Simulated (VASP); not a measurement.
A run of VASP 6.6.1:

INCAR

```
  ALGO = Normal
  EDIFF = 1E-6
  ENCUT = 520
  GGA = PE
  ISIF = 2
  ISMEAR = -1
  LASPH = True
  LCHARG = True
  LELF = True
  LREAL = False
  LVHAR = True
  LWAVE = False
  NBANDS = 36
  NELM = 60
  PREC = Accurate
  SIGMA = 0.1
```

Contents of KPOINTS:

```
k-points
0
Gamma
  15 15 4
```

File POSCAR:

```
W
1.0
    2.8585782830      0.0000000000      0.0000000000
   -1.4292891415      2.4756014117      0.0000000000
    0.0000000000      0.0000000000     10.0716526292
W
4
Direct
    0.0000000000      0.0000000000      1.0000000000
    0.0000000000      0.0000000000      0.5000000000
    0.3333333333      0.6666666667      0.2500000000
    0.6666666667      0.3333333333      0.7500000000
```

Potentials or basis: VASP PAW PBE potentials, release 64 (W_sv).

The run is started by

```bash
$ cat potpaw_PBE.64/W_sv/POTCAR > POTCAR
$ mpirun -np 1 vasp_std > vasp.out
```

Hardware: 1 thread of Intel(R) Xeon(R) Platinum 8259CL CPU @ 2.50GHz (Skylake/Cascade Lake) (shared host).

Question: Estimate the wall time of this run.

Answer: Wall time 3.2 min on 1 thread of Intel(R) Xeon(R) Platinum 8259CL CPU @ 2.50GHz (Skylake/Cascade Lake), with other jobs on the host, peak memory 0.29 GiB. Counts: scf iterations 13, k points 81.
